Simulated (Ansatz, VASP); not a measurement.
**Hg: VASP beside Ansatz**

```
Hg
1.0
     5.99201    0.00000    0.00000
    -2.99601    5.18924    0.00000
     0.00000    0.00000    3.50489
Hg
3
Direct
  0.00000 0.50000 0.66667
  0.50000 0.00000 0.00000
  0.50000 0.50000 0.33333
```

Alike in both runs: functional PBE; k mesh 9 × 9 × 14; occupations gaussian, width 0.1 eV; no spin polarisation.

Ansatz relaxed the structure, and its values are those at the end. VASP's run is a single point on that final structure, the one shown.

|  | VASP | Ansatz |
| --- | --- | --- |
| version | VASP 6.6.1 | Ansatz 0.2.0 |
| potentials or method | VASP PAW PBE potentials, release 64 (Hg), cutoff 520 eV | scalar-relativistic, plane waves, PAW |
| valence electrons in the cell | 36 | 60 |

|  | VASP | Ansatz | Ansatz less VASP |
| --- | --- | --- | --- |
| gap on the k mesh at the Fermi level (eV) | none | none | - |
| pressure (GPa) | 0.1 | 0.0 | -0.06 |

A gap of «none» marks a metal or a gap that the smearing closes. VASP's potentials hold 36 valence electrons a cell and Ansatz's 60, so a difference there can come from the potentials and not from the codes.

Spin-orbit coupling is off throughout.
